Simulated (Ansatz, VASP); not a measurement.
## Ge in VASP and in Ansatz

```
CELL_PARAMETERS angstrom
1.44931 -2.41421 0.00000
1.44931 2.41421 0.00000
0.00000 0.00000 5.30822
ATOMIC_POSITIONS crystal
Ge 0.50001 0.49999 0.25000
Ge 0.49999 0.50001 0.75000
```

Alike in both runs: task single point; functional PBE; dispersion D3(BJ); k mesh 14 × 14 × 6; occupations gaussian, width 0.15 eV; no spin polarisation.

|  | VASP | Ansatz |
| --- | --- | --- |
| version | VASP 6.6.1 | Ansatz 0.2.0 |
| potentials or method | VASP PAW PBE potentials, release 64 (Ge_d), cutoff 520 eV | scalar-relativistic, plane waves, PAW |
| valence electrons in the cell | 28 | 28 |

VASP gave:

| Quantity | Value |
| --- | --- |
| gap on the k mesh at the Fermi level (eV) | none |
| pressure (GPa) | -0.1 |
| traceless stress, the component that is largest in VASP (GPa) | 1.70 |

What did Ansatz give for the same quantities?

gap on the k mesh at the Fermi level (eV): none; pressure (GPa): -0.1; traceless stress, the component that is largest in VASP (GPa): 1.69.

A gap of «none» marks a metal or a gap that the smearing closes.
